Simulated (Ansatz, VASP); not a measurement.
# Sb in VASP and in Ansatz

The input INCAR:

```
  PREC = Accurate
  ENCUT = 520
  EDIFF = 1E-8
  ISMEAR = -1
  SIGMA = 0.03
  LREAL = False
  LASPH = True
  NELM = 60
  ALGO = Normal
  ISIF = 2
  LWAVE = False
  LCHARG = False
  GGA = CA
  LEFG = True
  NBANDS = 12
```

KPOINTS

```
regular mesh
0
Gamma
  12 12 12
```

File POSCAR:

```
Sb
1.0
    2.1066982106      1.2163027790      3.6675703910
   -2.1066982106      1.2163027790      3.6675703910
    0.0000000000     -2.4326055579      3.6675703910
Sb
2
Direct
    0.2336400000      0.2336400000      0.2336400000
    0.7663600000      0.7663600000      0.7663600000
```

Input for Ansatz:

```yaml
crystal:
  lattice:
    - [2.1066982106, 1.216302779, 3.667570391]
    - [-2.1066982106, 1.216302779, 3.667570391]
    - [0.0, -2.4326055579, 3.667570391]
  atoms:
    - { symbol: Sb, position: [0.23364, 0.23364, 0.23364] }
    - { symbol: Sb, position: [0.76636, 0.76636, 0.76636] }
kpoints:
  mp_grid: { grid: [12, 12, 12] }
scf:
  occupations: { method: fermi_dirac, width: 0.03 }
hamiltonian:
  xc: lda
  pseudopotentials: { kind: paw }
output:
  forces: true
  stress: true
  eigenvalues: true
  efg: { contact_densities: true }
```

Change from the starting cell: volume scaled by 0.94, PAW files.

Alike in both runs: task electric field gradients; functional LDA; k mesh 12 × 12 × 12; occupations fermi-dirac, width 0.03 eV; no spin polarisation.

|  | VASP | Ansatz |
| --- | --- | --- |
| version | VASP 6.6.1 | Ansatz 0.2.0 |
| potentials or method | VASP PAW LDA potentials, release 64 (Sb) | PAW with Ansatz's default frozen-core files, scalar-relativistic |
| plane-wave cutoff (eV) | 520 | 420 |
| valence electrons in the cell | 10 | 30 |

|  | VASP | Ansatz | Ansatz less VASP |
| --- | --- | --- | --- |
| pressure (GPa) | 3.6 | 3.2 | -0.42 |
| traceless stress, the component that is largest in VASP (GPa) | -0.92 | -0.82 | +0.099 |
| rms of the force components (eV/Å) | 0.283 | 0.232 | -0.0512 |
| size of Vzz on the site where it differs most (V/Å²) | 42.3 | 46.6 | +4.22 |

LDA's correlation is that of Perdew and Zunger in VASP and of Perdew and Wang (1992) in Ansatz. Atom by atom the forces differ by 0.051 eV/Å (rms over components). VASP's potentials hold 10 valence electrons a cell and Ansatz's 30, so a difference there can come from the potentials and not from the codes.

Spin-orbit coupling is off throughout.
